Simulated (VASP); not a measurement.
# SiO2 (Cmcm) in VASP: notebook, part 2 of 2

VASP 6.6.1. Earlier steps stand in the parts before.

### 3 Single point, PBEsol (strain +0.1125 x Voigt [1, 0, 0, 0, 0, 0])

File INCAR:

```
SYSTEM = SiO2
  PREC = Accurate
  ENCUT = 520
  EDIFF = 1E-7
  ISMEAR = 0
  SIGMA = 0.05
  LREAL = Auto
  LASPH = .TRUE.
  NELM = 60
  ALGO = Normal
  ISIF = 2
  LWAVE = .FALSE.
  LCHARG = .FALSE.
  GGA = PS
  NBANDS = 63
```

File KPOINTS:

```
regular mesh
0
G
  4 4 4
  0 0 0
```

File POSCAR:

```
SiO2
1.0
    4.1890047716     -8.1284566593      0.0000000000
    4.1890047716      8.1284566593      0.0000000000
    0.0000000000      0.0000000000      5.2514179063
Si O
6 12
Direct
    0.0102808395      0.4026121463      0.2500000000
    0.4026121463      0.0102808395      0.7500000000
    0.5973878537      0.9897191605      0.2500000000
    0.9897191605      0.5973878537      0.7500000000
    0.4430221731      0.5569778269      0.2500000000
    0.5569778269      0.4430221731      0.7500000000
    0.0000000000      0.5000000000      0.5000000000
    0.5000000000      0.0000000000      0.5000000000
    0.5000000000      0.0000000000      0.0000000000
    0.0000000000      0.5000000000      0.0000000000
    0.2099831976      0.4362740928      0.2500000000
    0.4362740928      0.2099831976      0.7500000000
    0.5637259072      0.7900168024      0.2500000000
    0.7900168024      0.5637259072      0.7500000000
    0.8307346196      0.1692653804      0.2500000000
    0.1692653804      0.8307346196      0.7500000000
    0.5000000000      0.5000000000      0.0000000000
    0.5000000000      0.5000000000      0.5000000000
```

Potentials or basis: VASP PAW PBE potentials, release 64 (Si, O).

The run is started by

```
> cat potpaw_PBE.64/Si/POTCAR potpaw_PBE.64/O/POTCAR > POTCAR
> mpirun -np 1 vasp_std > vasp.out
```

OUTCAR:

```text
SYSTEM = SiO2
   PREC = Accurate
   ENCUT = 520
   EDIFF = 1E-7
   ISMEAR = 0
   LREAL = Auto
   LASPH = .TRUE.
   NELM = 60
   ISIF = 2
   GGA = PS

 ion  position               nearest neighbor table
   1  0.010  0.403  0.250-   7 1.62  10 1.62  11 1.67  15 1.78
   2  0.403  0.010  0.750-   8 1.62   9 1.62  12 1.67  16 1.78
   3  0.597  0.990  0.250-   8 1.62   9 1.62  13 1.67  15 1.78
   4  0.990  0.597  0.750-   7 1.62  10 1.62  14 1.67  16 1.78
   5  0.443  0.557  0.250-  17 1.61  18 1.61  11 1.74  13 1.74
   6  0.557  0.443  0.750-  17 1.61  18 1.61  12 1.74  14 1.74
   7  0.000  0.500  0.500-   1 1.62   4 1.62
   8  0.500  0.000  0.500-   2 1.62   3 1.62
   9  0.500  0.000  0.000-   2 1.62   3 1.62
  10  0.000  0.500  0.000-   1 1.62   4 1.62
  11  0.210  0.436  0.250-   1 1.67   5 1.74
  12  0.436  0.210  0.750-   2 1.67   6 1.74
  13  0.564  0.790  0.250-   3 1.67   5 1.74
  14  0.790  0.564  0.750-   4 1.67   6 1.74
  15  0.831  0.169  0.250-   1 1.78   3 1.78
  16  0.169  0.831  0.750-   2 1.78   4 1.78
  17  0.500  0.500  0.000-   5 1.61   6 1.61
  18  0.500  0.500  0.500-   5 1.61   6 1.61

  LATTYP: Found a base centered orthorhombic cell.
 ALAT       =     8.3780095432
 B/A-ratio  =     1.9404266890
 C/A-ratio  =     0.6268097308

  Lattice vectors:

 A1 = (   4.1890047716,  -8.1284566593,   0.0000000000)
 A2 = (   4.1890047716,   8.1284566593,   0.0000000000)
 A3 = (   0.0000000000,   0.0000000000,   5.2514179063)

Analysis of symmetry for initial positions (statically):
=====================================================================
 Subroutine PRICEL returns:
 Original cell was already a primitive cell.

 Routine SETGRP: Setting up the symmetry group for a
 base centered orthorhombic supercell.

 Subroutine GETGRP returns: Found  8 space group operations
 (whereof  4 operations were pure point group operations)
 out of a pool of  8 trial point group operations.

The static configuration has the point symmetry C_2h.
 The point group associated with its full space group is D_2h.

[... 166 lines left out ...]
   GGA     = PS    functional components
   LHFCALC =     F    Hartree Fock is set to
   AEXX    =    0.0000 exact exchange contribution
   IVDW    =     0    specifies the selected vdW correction
   LEPSILON=     F    determine dielectric tensor
   LRPA    =     F    only Hartree local field effects (RPA)
 non-spin polarized calculation
 Gauss-broadening in eV      SIGMA  =   0.05
  energy-cutoff  :      520.00
  volume of cell :      357.62
 maximum number of plane-waves:      9664
 NGX is ok and might be reduce to    70
   NGX = 35   NGY = 35   NGZ = 19

 number of electron      95.9999996 magnetization

 Free energy of the ion-electron system (eV)
  ---------------------------------------------------
  ext. energy  EPLUGINS =         0.00000000
  ---------------------------------------------------
  free energy    TOTEN  =      -144.91553623 eV

  energy without entropy =     -144.91553623  energy(sigma->0) =     -144.91553623

 E-fermi :  -1.4645     XC(G=0):  -6.8930

 val. band max:       -1.7367820276   @ k =   0.0000   0.0000   0.0000
 cond. band min:       2.5620892345   @ k =   0.0000   0.0000   0.0000
 fundamental gap:      4.2988712621
 Fermi energy:        -1.4645052047

 k-point     1 :       0.0000    0.0000    0.0000
  band No.  band energies     occupation
      1     -21.0863      2.00000
      2     -20.6652      2.00000
      3     -20.6069      2.00000
      4     -19.7057      2.00000
      5     -19.4796      2.00000
      6     -19.3187      2.00000
[... 1312 lines left out ...]
     59       7.5248      0.00000
     60       7.5248      0.00000
 [bands above 60 left out]

------------------------ aborting loop because EDIFF is reached ----------------------------------------

  FORCE on cell =-STRESS in cart. coord.  units (eV):
  Direction    XX          YY          ZZ          XY          YZ          ZX
  --------------------------------------------------------------------------------------
  -------------------------------------------------------------------------------------
  Total      -53.5381326    -15.4332712     -2.7049166      0.0000000     -0.0000000      0.0000000
  in kB     -239.8547235    -69.1421760    -12.1182228      0.0000000     -0.0000000      0.0000000
  external PRESSURE =    -107.0383741 kB  Pullay stress =       0.0000000 kB

 VOLUME and BASIS-vectors are now :
 -----------------------------------------------------------------------------
  energy-cutoff  :      520.00
  volume of cell :      357.62
      direct lattice vectors                 reciprocal lattice vectors
     4.189004772 -8.128456659  0.000000000     0.119360093 -0.061512292  0.000000000
     4.189004772  8.128456659  0.000000000     0.119360093  0.061512292  0.000000000
     0.000000000  0.000000000  5.251417906     0.000000000  0.000000000  0.190424761

 POSITION                                       TOTAL-FORCE (eV/Angst)
 -----------------------------------------------------------------------------------
      1.72961      3.18905      1.31285        -1.710668     -1.307856     -0.000000
      1.72961     -3.18905      3.93856        -1.710668      1.307856     -0.000000
      6.64840      3.18905      1.31285         1.710668     -1.307856      0.000000
      6.64840     -3.18905      3.93856         1.710668      1.307856      0.000000
      4.18900      0.92628      1.31285         0.000000      2.668969      0.000000
      4.18900     -0.92628      3.93856         0.000000     -2.668969      0.000000
[... 10 lines left out ...]
      4.18900      0.00000      0.00000         0.000000     -0.000000      0.000000
      4.18900      0.00000      2.62571         0.000000     -0.000000      0.000000
 -----------------------------------------------------------------------------------
    total drift:                                0.000000     -0.000000      0.000000

  FREE ENERGIE OF THE ION-ELECTRON SYSTEM (eV)
  ---------------------------------------------------
  free  energy   TOTEN  =      -144.9155362323 eV

  energy  without entropy=     -144.9155362323  energy(sigma->0) =     -144.91553623
```

Wall time 25 min (1 thread of Oxide Virtual Turin-like, shared host); peak memory 0.56 GiB.

What came out:

- Free energy: -144.9155 eV
- Pressure: -10.7 GPa
- Largest force: 2.669 eV/Å
- Band gap on the k mesh: 4.30 eV, direct

Forces on the atoms (eV/Å):
```
Si  -1.711 -1.308  0.000
Si  -1.711  1.308  0.000
Si   1.711 -1.308  0.000
Si   1.711  1.308  0.000
Si   0.000  2.669  0.000
Si   0.000 -2.669  0.000
O    0.000  0.000  0.000
O    0.000  0.000  0.000
O    0.000  0.000  0.000
O    0.000  0.000  0.000
O    1.430 -0.421  0.000
O    1.430  0.421  0.000
O   -1.430 -0.421  0.000
O   -1.430  0.421  0.000
O    0.000  1.266  0.000
O    0.000 -1.266  0.000
O    0.000  0.000  0.000
O    0.000  0.000  0.000
```

Levels at points of the mesh, in eV from the valence-band top:
```
           k point  band 45  band 46  band 47  band 48  band 49  band 50  band 51  band 52
(0.00, 0.00, 0.00)    -0.38    -0.26    -0.18     0.00     4.30     6.59     7.11     7.15
(0.50, 0.00, 0.00)    -0.42    -0.33    -0.31    -0.21     5.44     5.84     6.28     7.22
(0.50, 0.50, 0.00)    -0.61    -0.43    -0.40    -0.01     4.90     5.44     7.47     7.51
(0.00, 0.00, 0.50)    -0.84    -0.84    -0.27    -0.27     5.64     5.64     7.92     7.92
(0.50, 0.00, 0.50)    -0.43    -0.43    -0.32    -0.32     6.41     6.41     6.63     6.63
(0.50, 0.50, 0.50)    -0.53    -0.53    -0.29    -0.29     5.59     5.59     7.57     7.57
```

Caveat: the cell differs from its parent crystal (strain +0.1125 x Voigt [1, 0, 0, 0, 0, 0]); the PAW data sets were made with another functional, which shifts forces and pressure a little. A k mesh can miss the band edges.
